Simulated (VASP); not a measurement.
# Rh: single point with PBEsol

Crystal: Rh.

```
Rh
1.0
     2.73098    0.00000    0.00000
    -1.36549    2.36510    0.00000
     0.00000    0.00000    4.42849
Rh
2
Direct
  0.33333 0.66667 0.25000
  0.66667 0.33333 0.75000
```

This isn't the form of Rh at room conditions, which is fcc.

```json
{
 "Program": "VASP 6.6.1",
 "Task": "single point",
 "Functional": "PBEsol",
 "Potentials or basis": "VASP PAW PBE potentials, release 64 (Rh_pv)",
 "Cutoff": "520 eV",
 "k mesh": "8 × 8 × 5",
 "Occupations": "gaussian, width 0.05 eV",
 "Spin": "no spin polarisation",
 "Dipole correction": "no",
 "Further INCAR settings": "ALGO = Normal; EDIFF = 1e-07; NBANDS = 22"
}
```

| Property | Result |
| --- | --- |
| Pressure | -13.5 GPa |
| Band gap on the k mesh | zero (bands 15 and 16 overlap by 2.02 eV) |

Stress tensor (GPa, compression positive):
```
-12.42   0.00   0.00
  0.00 -12.42   0.00
  0.00   0.00 -15.58
```

Levels at points of the mesh, in eV from the Fermi level:
```csv
k point,band 11,band 12,band 13,band 14,band 15,band 16,band 17,band 18,band 19,band 20
"(0.00, 0.00, 0.00)",-2.83,-2.34,-2.34,-1.75,-1.75,0.17,0.17,0.70,8.18,15.85
"(0.50, 0.00, 0.00)",-2.55,-2.11,-2.04,0.45,0.62,0.73,2.91,4.93,10.00,10.46
```

It took 22 s on 1 thread of Intel Xeon 8259CL, with other jobs on the host, peak memory 0.14 GiB.

Caveat: the cell stands under tension; the PAW data sets were made with another functional, which shifts forces and pressure a little.
